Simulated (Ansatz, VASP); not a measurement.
## One calculation of CsIn, two programs

```
CELL_PARAMETERS angstrom
4.61576 0.00000 0.00000
0.00000 4.61576 0.00000
0.00000 0.00000 4.61576
ATOMIC_POSITIONS crystal
Cs 0.00000 0.00000 0.00000
In 0.50000 0.50000 0.50000
```

Alike in both runs: task relaxation of cell and atoms; functional PBE; k mesh 12 × 12 × 12; occupations gaussian, width 0.1 eV; no spin polarisation.

|  | VASP | Ansatz |
| --- | --- | --- |
| version | VASP 6.6.1 | Ansatz 0.2.0 |
| potentials or method | VASP PAW PBE potentials, release 64 (Cs_sv, In_d), cutoff 600 eV | scalar-relativistic, plane waves, PAW |
| valence electrons in the cell | 22 | 22 |

```tsv
	VASP	Ansatz	Ansatz less VASP
gap on the k mesh at the Fermi level, each at its own relaxed structure (eV)	none	none	-
relaxed volume (Å³/atom)	49.31	49.24	-0.063
relaxed length of the cell vector where the two differ most in proportion (Å)	4.620	4.618	-0.0020
```

A gap of «none» marks a metal or a gap that the smearing closes.

Neither program's run includes spin-orbit coupling.
